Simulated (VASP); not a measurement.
Write the native input for VASP 6.6.1 that does the following.

* Task: single point
* Functional: PBE
* Potentials or basis: VASP PAW PBE potentials, release 64 (As)
* Cutoff: 520 eV
* k mesh: 15 × 15 × 14
* Occupations: fermi-dirac, width 0.05 eV
* Spin: no spin polarisation
* Dipole correction: no
* Further INCAR settings: ALGO = Normal; EDIFF = 1e-07; NBANDS = 8

The structure of As lies in POSCAR:

```
As
1.0
    2.5291096512      0.0000000000      0.0000000000
   -1.2645548256      2.1902732069      0.0000000000
    0.0000000000      0.0000000000      2.3535867439
As
1
Direct
    0.0000000000      0.0000000000      0.0000000000
```

The input as run:

INCAR

```
SYSTEM = As
PREC = Accurate ; ENCUT = 520
EDIFF = 1E-7 ; ISMEAR = -1
SIGMA = 0.05 ; LREAL = .False.
LASPH = .True. ; NELM = 100
ALGO = Normal ; ISIF = 2
LWAVE = .False. ; LCHARG = .False.
GGA = PE ; NBANDS = 8
```

KPOINTS

```
Automatic mesh
0
Gamma
  15 15 14
  0 0 0
```

Potentials or basis: VASP PAW PBE potentials, release 64 (As).

Run with:

```bash
$ cat potpaw_PBE.64/As/POTCAR > POTCAR
$ mpirun -np 1 vasp_std > vasp.out
```

Results of the run:

| Quantity | Value |
| --- | --- |
| Pressure | 87.4 GPa |

Wall time 12 s on 1 thread of Intel(R) Xeon(R) 6975P-C (Granite Rapids) (shared host), peak memory 0.13 GiB.
